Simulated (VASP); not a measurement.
Write the native input for VASP 6.6.1 that does the following.

* Task: single point
* Functional: PBEsol
* Potentials or basis: VASP PAW PBE potentials, release 64 (Ba_sv, Re_sv_GW)
* Cutoff: 500 eV
* k mesh: 8 × 8 × 8
* Occupations: gaussian, width 0.05 eV
* Spin: no spin polarisation
* Dipole correction: no
* Second run: valence_matched
* Further INCAR settings: ALGO = Normal; EDIFF = 1e-06; NBANDS = 20

The structure of BaRe lies in POSCAR:

```
BaRe
1.0
    3.5664100143      0.0000000000      0.0000000000
    0.0000000000      3.5664100143      0.0000000000
    0.0000000000      0.0000000000      3.5664100143
Ba Re
1 1
Direct
    0.0000000000      0.0000000000      0.0000000000
    0.5000000000      0.5000000000      0.5000000000
```

This cell differs from its parent crystal: volume scaled by 0.960.

The input as run:

INCAR

```
SYSTEM = BaRe
PREC = Accurate ; ENCUT = 500
EDIFF = 1E-6 ; ISMEAR = 0
SIGMA = 0.05 ; LREAL = .FALSE.
LASPH = .TRUE. ; NELM = 120
ALGO = Normal ; ISIF = 2
LWAVE = .FALSE. ; LCHARG = .TRUE.
GGA = PS ; LELF = .TRUE.
LVHAR = .TRUE. ; NBANDS = 20
GGA_COMPAT = .FALSE.
```

KPOINTS

```
Automatic mesh
0
G
  8 8 8
  0 0 0
```

Potentials or basis: VASP PAW PBE potentials, release 64 (Ba_sv, Re_sv_GW).

The run is started by

```console
$ cat potpaw_PBE.64/Ba_sv/POTCAR potpaw_PBE.64/Re_sv_GW/POTCAR > POTCAR
$ mpirun -np 1 vasp_std > vasp.out
```

Results of the run:

| Quantity | Value |
| --- | --- |
| Pressure | 5.3 GPa |

Caveat: the PAW data sets were made with another functional, which shifts forces and pressure a little.

Wall time 21 s on 1 thread of Intel(R) Xeon(R) 6975P-C (Granite Rapids), with other jobs on the host, peak memory 0.18 GiB.
